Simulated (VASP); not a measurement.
# Dy2BiP3 (P-6m2) in VASP: further runs

Dy2BiP3 is run at these levels: PBE; tasks: single point, relaxation of cell and atoms.

All numbers are computed with VASP 6.6.1; they aren't measurements. Logs are shortened: lines on timing, memory, paths and dates and some standing lists are left out, and cuts for length are marked.

### 1 The cell of the first run

It takes space group P-6m2 (No. 187, hexagonal). The conventional cell has a = 4.532 Å, b = 4.532 Å, c = 7.640 Å, α = 90.00°, β = 90.00°, γ = 120.00°. Dy (site symmetry 3m) has 9 P at 3.09 to 3.41 Å and 1 Dy at 3.27 Å and 3 Bi at 3.41 Å within 4.1 Å. Within 3.5 Å of Bi (site symmetry -6m2) lie 3 P at 2.62 Å and 6 Dy at 3.41 Å. Within 3.5 Å of P (site symmetry -6m2) lie 3 P at 2.62 Å and 6 Dy at 3.09 Å. Within 3.5 Å of P (site symmetry -6m2) lie 3 Bi at 2.62 Å and 6 Dy at 3.41 Å. Within 3.5 Å of P (site symmetry -6m2) lie 3 P at 2.62 Å and 6 Dy at 3.09 Å.

The cell was generated, and may not be a known phase.

### 2 Single point, PBE

File INCAR:

```
SYSTEM = Dy2BiP3
PREC     = Accurate       ! precision mode
ENCUT    = 500            ! plane-wave cutoff, eV
EDIFF    = 1E-6           ! SCF threshold, eV
ISMEAR   = 0              ! smearing method
SIGMA    = 0.1            ! smearing width, eV
LREAL    = .False.        ! projectors in reciprocal space
LASPH    = .True.         ! aspherical terms in the spheres
NELM     = 200            ! most SCF steps
ALGO     = Normal         ! electronic algorithm
ISIF     = 2              ! what is computed and relaxed
LWAVE    = .False.        ! write WAVECAR
LCHARG   = .False.        ! write CHGCAR
GGA      = PE             ! functional
NBANDS   = 33             ! bands
GGA_COMPAT= .False.      
LMAXMIX  = 6              ! l up to which the mixer works
```

File KPOINTS:

```
regular mesh
0
Gamma
  6 6 2
  0 0 0
```

File POSCAR:

```
Dy2BiP3
1.0
    4.5316978609     -0.0000000028      0.0000000000
   -2.2658489280      3.9245654713      0.0000000000
    0.0000000000      0.0000000000      7.6398226839
Dy Bi P
2 1 3
Direct
    0.3333333333      0.6666666667      0.2859751171
    0.3333333333      0.6666666667      0.7140248829
    0.6666666667      0.3333333333      0.0000000000
    0.6666666667      0.3333333333      0.5000000000
    0.0000000000      0.0000000000      0.0000000000
    0.0000000000      0.0000000000      0.5000000000
```

Potentials or basis: VASP PAW PBE potentials, release 64 (Dy_3, Bi_d, P), 4f in core.

Started as:

```console
$ cat potpaw_PBE.64/Dy_3/POTCAR potpaw_PBE.64/Bi_d/POTCAR potpaw_PBE.64/P/POTCAR > POTCAR
$ mpirun -np 1 vasp_std > vasp.out
```

OUTCAR:

```text
SYSTEM = Dy2BiP3
   PREC = Accurate
   ENCUT = 500
   EDIFF = 1E-6
   ISMEAR = 0
   LREAL = .False.
   LASPH = .True.
   NELM = 200
   ISIF = 2
   GGA = PE

 ion  position               nearest neighbor table
   1  0.333  0.667  0.286-   6 3.09   4 3.09   4 3.09   6 3.09   6 3.09   4 3.09   2 3.27   3 3.41
                             3 3.41   3 3.41
   2  0.333  0.667  0.714-   6 3.09   4 3.09   4 3.09   6 3.09   6 3.09   4 3.09   1 3.27   3 3.41
                             3 3.41   3 3.41
   3  0.667  0.333  0.000-   5 2.62   5 2.62   5 2.62   2 3.41   1 3.41   2 3.41   1 3.41   1 3.41
                             2 3.41
   4  0.667  0.333  0.500-   6 2.62   6 2.62   6 2.62   2 3.09   1 3.09   2 3.09   1 3.09   1 3.09
                             2 3.09
   5  0.000  0.000  0.000-   3 2.62   3 2.62   3 2.62
   6  0.000  0.000  0.500-   4 2.62   4 2.62   4 2.62   1 3.09   2 3.09   1 3.09   2 3.09   1 3.09
                             2 3.09

  LATTYP: Found a hexagonal cell.
 ALAT       =     4.5316978609
 C/A-ratio  =     1.6858632059

  Lattice vectors:

 A1 = (   4.5316978609,  -0.0000000028,   0.0000000000)
 A2 = (  -2.2658489280,   3.9245654713,   0.0000000000)
 A3 = (   0.0000000000,   0.0000000000,   7.6398226839)

Analysis of symmetry for initial positions (statically):
=====================================================================
 Subroutine PRICEL returns:
 Original cell was already a primitive cell.

 Routine SETGRP: Setting up the symmetry group for a
 hexagonal supercell.

 Subroutine GETGRP returns: Found 12 space group operations
 (whereof 12 operations were pure point group operations)
 out of a pool of 24 trial point group operations.

The static configuration has the point symmetry D_3h.

Analysis of symmetry for dynamics (positions and initial velocities):
=====================================================================
 Subroutine PRICEL returns:
 Original cell was already a primitive cell.

 Routine SETGRP: Setting up the symmetry group for a
 hexagonal supercell.

 Subroutine GETGRP returns: Found 12 space group operations
 (whereof 12 operations were pure point group operations)
 out of a pool of 24 trial point group operations.

The dynamic configuration has the point symmetry D_3h.

 Subroutine INISYM returns: Found 12 space group operations
 (whereof 12 operations are pure point group operations),
 and found     1 'primitive' translations

----------------------------------------------------------------------------------------
[... 94 lines left out ...]
   IBRION =     -1    ionic relax: 0-MD 1-quasi-New 2-CG
   NFREE  =      0    steps in history (QN), initial steepest desc. (CG)
   ISIF   =      2    stress and relaxation
   ISYM   =      2    0-nonsym 1-usesym 2-fastsym
   POTIM  = 0.5000    time-step for ionic-motion
   TEBEG  =    0.0;   TEEND  =   0.0 temperature during run
   PSTRESS=    0.0 pullay stress
   NELECT =      48.0000    total number of electrons
   NUPDOWN=      -1.0000    fix difference up-down
   EMIN   =  10.00;   EMAX   =-10.00  energy-range for DOS
   EFERMI =   0.00;   METHOD = LEGACY
   ISMEAR =     0;   SIGMA  =   0.10  broadening in eV -4-tet -1-fermi 0-gaus
   EFERMI_NEDOS =   21; number of points for ismear=-14 and -15
   IALGO  =     38    algorithm
   IMIX   =      4    mixing-type and parameters
     AMIX     =   0.40;   BMIX     =  1.00
     AMIX_MAG =   1.60;   BMIX_MAG =  1.00
  volume/ion in A,a.u.               =      22.65       152.82
  Fermi-wavevector in a.u.,A,eV,Ry     =   1.157293  2.186967 18.222650  1.339327
  Thomas-Fermi vector in A             =   2.293906
   LORBIT       =      0    0 simple, 1 ext, 2 COOP (PROOUT), +10 PAW based schemes
   GGA     = PE    functional components
   LHFCALC =     F    Hartree Fock is set to
   AEXX    =    0.0000 exact exchange contribution
   IVDW    =     0    specifies the selected vdW correction
   LEPSILON=     F    determine dielectric tensor
   LRPA    =     F    only Hartree local field effects (RPA)
 non-spin polarized calculation
 Gauss-broadening in eV      SIGMA  =   0.10
  energy-cutoff  :      500.00
  volume of cell :      135.87
 maximum number of plane-waves:      3484
 NGX is ok and might be reduce to    36
   NGX = 17   NGY = 17   NGZ = 27

 number of electron      47.9999999 magnetization

 Free energy of the ion-electron system (eV)
  ---------------------------------------------------
  ext. energy  EPLUGINS =         0.00000000
  ---------------------------------------------------
  free energy    TOTEN  =       -31.42813509 eV

  energy without entropy =      -31.41268189  energy(sigma->0) =      -31.42040849

 E-fermi :   6.5814     XC(G=0): -10.4542

 val. band max:        6.5237812165   @ k =   0.3333   0.0000   0.5000
 cond. band min:       6.6102227376   @ k =   0.1667   0.0000   0.5000
 fundamental gap:      0.0864415212
 Fermi energy:         6.5813562569

 k-point     1 :       0.0000    0.0000    0.0000
  band No.  band energies     occupation
      1     -17.6551      2.00000
      2     -17.4114      2.00000
      3     -17.4114      2.00000
      4     -17.3626      2.00000
      5     -17.3626      2.00000
      6     -17.2453      2.00000
[... 493 lines left out ...]
     32       9.5642      0.00000
     33       9.5783      0.00000

------------------------ aborting loop because EDIFF is reached ----------------------------------------

  FORCE on cell =-STRESS in cart. coord.  units (eV):
  Direction    XX          YY          ZZ          XY          YZ          ZX
  --------------------------------------------------------------------------------------
  -------------------------------------------------------------------------------------
  Total        0.0807286      0.0807286     -0.0619331      0.0000000      0.0000000      0.0000000
  in kB        0.9519237      0.9519237     -0.7302935      0.0000000      0.0000000      0.0000000
  external PRESSURE =       0.3911847 kB  Pullay stress =       0.0000000 kB

 VOLUME and BASIS-vectors are now :
 -----------------------------------------------------------------------------
  energy-cutoff  :      500.00
  volume of cell :      135.87
      direct lattice vectors                 reciprocal lattice vectors
     4.531697861 -0.000000003  0.000000000     0.220667845  0.127402639  0.000000000
    -2.265848928  3.924565471  0.000000000     0.000000000  0.254805279  0.000000000
     0.000000000  0.000000000  7.639822684     0.000000000  0.000000000  0.130893090

 POSITION                                       TOTAL-FORCE (eV/Angst)
 -----------------------------------------------------------------------------------
      0.00000      2.61638      2.18480         0.000000     -0.000000     -0.029402
      0.00000      2.61638      5.45502         0.000000     -0.000000      0.029402
      2.26585      1.30819      0.00000        -0.000000     -0.000000      0.000000
      2.26585      1.30819      3.81991        -0.000000      0.000000      0.000000
      0.00000      0.00000      0.00000         0.000000     -0.000000      0.000000
      0.00000      0.00000      3.81991        -0.000000      0.000000      0.000000
 -----------------------------------------------------------------------------------
    total drift:                               -0.000001      0.000000      0.000000

  FREE ENERGIE OF THE ION-ELECTRON SYSTEM (eV)
  ---------------------------------------------------
  free  energy   TOTEN  =       -31.4281350908 eV

  energy  without entropy=      -31.4126818883  energy(sigma->0) =      -31.42040849
```

OSZICAR:

```text
N       E                     dE             d eps       ncg     rms          rms(c)
DAV:   1     0.357297939425E+03    0.35730E+03   -0.20819E+04   924   0.137E+03
DAV:   2     0.985831338021E+01   -0.34744E+03   -0.33593E+03   924   0.416E+02
DAV:   3    -0.305672154686E+02   -0.40426E+02   -0.38328E+02  1295   0.119E+02
DAV:   4    -0.322857650578E+02   -0.17185E+01   -0.16897E+01  1232   0.238E+01
DAV:   5    -0.323552819474E+02   -0.69517E-01   -0.69397E-01  1360   0.491E+00    0.244E+01
DAV:   6    -0.314873947829E+02    0.86789E+00   -0.34578E+00  1319   0.883E+00    0.148E+01
DAV:   7    -0.314987789163E+02   -0.11384E-01   -0.10839E+00  1287   0.552E+00    0.718E+00
DAV:   8    -0.314276165193E+02    0.71162E-01   -0.26163E-01  1295   0.288E+00    0.516E-01
DAV:   9    -0.314283954021E+02   -0.77888E-03   -0.42028E-02  1200   0.924E-01    0.346E-01
DAV:  10    -0.314281496194E+02    0.24578E-03   -0.38667E-03  1366   0.371E-01    0.180E-01
DAV:  11    -0.314281362101E+02    0.13409E-04   -0.53080E-04  1216   0.120E-01    0.866E-02
DAV:  12    -0.314281401269E+02   -0.39168E-05   -0.11241E-04  1342   0.701E-02    0.263E-02
DAV:  13    -0.314281359183E+02    0.42086E-05   -0.15427E-05  1304   0.235E-02    0.125E-02
DAV:  14    -0.314281350908E+02    0.82751E-06   -0.34192E-06  1135   0.942E-03
   1 F= -.31428135E+02 E0= -.31420408E+02  d E =-.154532E-01
```

Wall time 50 s (1 thread of Intel Xeon Platinum 8488C (Sapphire Rapids), shared host); peak memory 0.27 GiB.

What came out:

| Item | Value |
| --- | --- |
| Free energy | -31.4281 eV |
| Pressure | 0.0 GPa |
| Largest force | 0.029 eV/Å |
| Band gap on the k mesh | zero (bands 24 and 25 overlap by 1.73 eV) |

Forces on the atoms (eV/Å):
```
Dy   0.000  0.000 -0.029
Dy   0.000  0.000  0.029
Bi   0.000  0.000  0.000
P    0.000  0.000  0.000
P    0.000  0.000  0.000
P    0.000  0.000  0.000
```

Caveat: the k points lie up to 0.41 Å⁻¹ apart, too coarse for converged energies and pressures of a metal; spin-orbit coupling is left out, which moves the levels of the heavy elements; the 4f electrons are frozen in the core, so they carry no moment and show no levels.

### 3 Single point, PBE

This run uses another cell than the first one, of 30.52 Å³/atom.

File INCAR:

```
SYSTEM = Dy2BiP3
PREC = Accurate
ENCUT = 500
EDIFF = 1E-6
ISMEAR = 0
SIGMA = 0.1
LREAL = .FALSE.
LASPH = .TRUE.
NELM = 200
ALGO = Normal
ISIF = 2
LWAVE = .FALSE.
LCHARG = .TRUE.
GGA = PE
LELF = .TRUE.
LVHAR = .TRUE.
NBANDS = 33
GGA_COMPAT = .FALSE.
LMAXMIX = 6
```

File KPOINTS:

```
Automatic mesh
0
G
  6 6 2
  0 0 0
```

File POSCAR:

```
Dy2BiP3
1.0
    4.5959361500      0.0000000000      0.0000000000
   -2.2979680700      3.9801974600      0.0000000000
    0.0000000000      0.0000000000     10.0120109900
Dy Bi P
2 1 3
Direct
    0.3333333300      0.6666666700      0.2516720000
    0.3333333300      0.6666666700      0.7483280000
    0.6666666700      0.3333333300      0.0000000000
    0.6666666700      0.3333333300      0.5000000000
    0.0000000000      0.0000000000      0.0000000000
    0.0000000000      0.0000000000      0.5000000000
```

Potentials or basis: VASP PAW PBE potentials, release 64 (Dy_3, Bi_d, P), 4f in core.

Started as:

```console
$ cat potpaw_PBE.64/Dy_3/POTCAR potpaw_PBE.64/Bi_d/POTCAR potpaw_PBE.64/P/POTCAR > POTCAR
$ mpirun -np 1 vasp_std > vasp.out
```

OUTCAR:

```text
SYSTEM = Dy2BiP3
   PREC = Accurate
   ENCUT = 500
   EDIFF = 1E-6
   ISMEAR = 0
   LREAL = .FALSE.
   LASPH = .TRUE.
   NELM = 200
   ISIF = 2
   GGA = PE

 ion  position               nearest neighbor table
   1  0.333  0.667  0.252-   3 3.66   3 3.66   3 3.66
   2  0.333  0.667  0.748-   3 3.66   3 3.66   3 3.66
   3  0.667  0.333  0.000-   5 2.65   5 2.65   5 2.65   2 3.66   1 3.66   2 3.66   1 3.66   1 3.66
                             2 3.66
   4  0.667  0.333  0.500-   6 2.65   6 2.65   6 2.65
   5  0.000  0.000  0.000-   3 2.65   3 2.65   3 2.65
   6  0.000  0.000  0.500-   4 2.65   4 2.65   4 2.65

  LATTYP: Found a hexagonal cell.
 ALAT       =     4.5959361500
 C/A-ratio  =     2.1784486693

  Lattice vectors:

 A1 = (   4.5959361500,   0.0000000000,   0.0000000000)
 A2 = (  -2.2979680700,   3.9801974600,   0.0000000000)
 A3 = (   0.0000000000,   0.0000000000,  10.0120109900)

Analysis of symmetry for initial positions (statically):
=====================================================================
 Subroutine PRICEL returns:
 Original cell was already a primitive cell.

[... 170 lines left out ...]
 cond. band min:       4.5314803127   @ k =   0.1667   0.0000   0.5000
 fundamental gap:      0.0640869102
 Fermi energy:         4.4756553328

 k-point     1 :       0.0000    0.0000    0.0000
  band No.  band energies     occupation
      1     -20.8568      2.00000
      2     -20.8568      2.00000
      3     -20.8564      2.00000
      4     -20.8564      2.00000
      5     -20.8561      2.00000
      6     -20.8470      2.00000
[... 493 lines left out ...]
     32       5.8903      0.00000
     33       5.9589      0.00000

------------------------ aborting loop because EDIFF is reached ----------------------------------------

  FORCE on cell =-STRESS in cart. coord.  units (eV):
  Direction    XX          YY          ZZ          XY          YZ          ZX
  --------------------------------------------------------------------------------------
  -------------------------------------------------------------------------------------
  Total       -6.1114218     -6.1114218    -17.6641602     -0.0000000      0.0000000      0.0000000
  in kB      -53.4629498    -53.4629498   -154.5267443     -0.0000001      0.0000000      0.0000000
  external PRESSURE =     -87.1508813 kB  Pullay stress =       0.0000000 kB

 VOLUME and BASIS-vectors are now :
 -----------------------------------------------------------------------------
  energy-cutoff  :      500.00
  volume of cell :      183.15
      direct lattice vectors                 reciprocal lattice vectors
     4.595936150  0.000000000  0.000000000     0.217583528  0.125621908  0.000000000
    -2.297968070  3.980197460  0.000000000     0.000000000  0.251243816  0.000000000
     0.000000000  0.000000000 10.012010990     0.000000000  0.000000000  0.099880034

 POSITION                                       TOTAL-FORCE (eV/Angst)
 -----------------------------------------------------------------------------------
     -0.00000      2.65346      2.51974         0.000000     -0.000000      0.714188
     -0.00000      2.65346      7.49227         0.000000     -0.000000     -0.714188
      2.29797      1.32673      0.00000        -0.000000      0.000000      0.000000
      2.29797      1.32673      5.00601         0.000000     -0.000000      0.000000
      0.00000      0.00000      0.00000         0.000000     -0.000000      0.000000
      0.00000      0.00000      5.00601         0.000000     -0.000000      0.000000
 -----------------------------------------------------------------------------------
    total drift:                               -0.000021      0.000012     -0.000000

  FREE ENERGIE OF THE ION-ELECTRON SYSTEM (eV)
  ---------------------------------------------------
  free  energy   TOTEN  =       -27.8382469569 eV

  energy  without entropy=      -27.8168726136  energy(sigma->0) =      -27.82755979
```

Wall time 76 s (1 thread of Intel Xeon Platinum 8488C (Sapphire Rapids), shared host); peak memory 0.33 GiB.

Results:

```
Free energy            : -27.8382 eV
Pressure               : -8.7 GPa
Largest force          : 0.714 eV/Å
Band gap on the k mesh : zero (bands 24 and 25 overlap by 1.61 eV)
```

Forces in eV/Å, atoms in the order of the input:
```
Dy   0.000  0.000  0.714
Dy   0.000  0.000 -0.714
Bi   0.000  0.000  0.000
P    0.000  0.000  0.000
P    0.000  0.000  0.000
P    0.000  0.000  0.000
```

Levels at points of the mesh, in eV from the Fermi level:
```
           k point  band 22  band 23  band 24  band 25  band 26  band 27
(0.00, 0.00, 0.00)    -1.67    -0.77    -0.77     0.27     0.27     0.50
(0.50, 0.00, 0.00)    -2.47    -0.97    -0.16     0.92     1.10     1.35
(0.00, 0.00, 0.50)    -0.42    -0.42    -0.41    -0.41    -0.20    -0.16
(0.50, 0.00, 0.50)    -2.33    -2.18     1.20     1.24     1.28     1.41
```

Caveat: the stress differs along the axes, from -15 to -5 GPa; spin-orbit coupling is left out, which moves the levels of the heavy elements; the 4f electrons are frozen in the core, so they carry no moment and show no levels. Spin polarisation is off, so any magnetic state and its effect on volume and gap are missing.

(Continued in part 2 of 2.)

The gap in the log of VASP goes by the Fermi energy; the results here count the filled bands.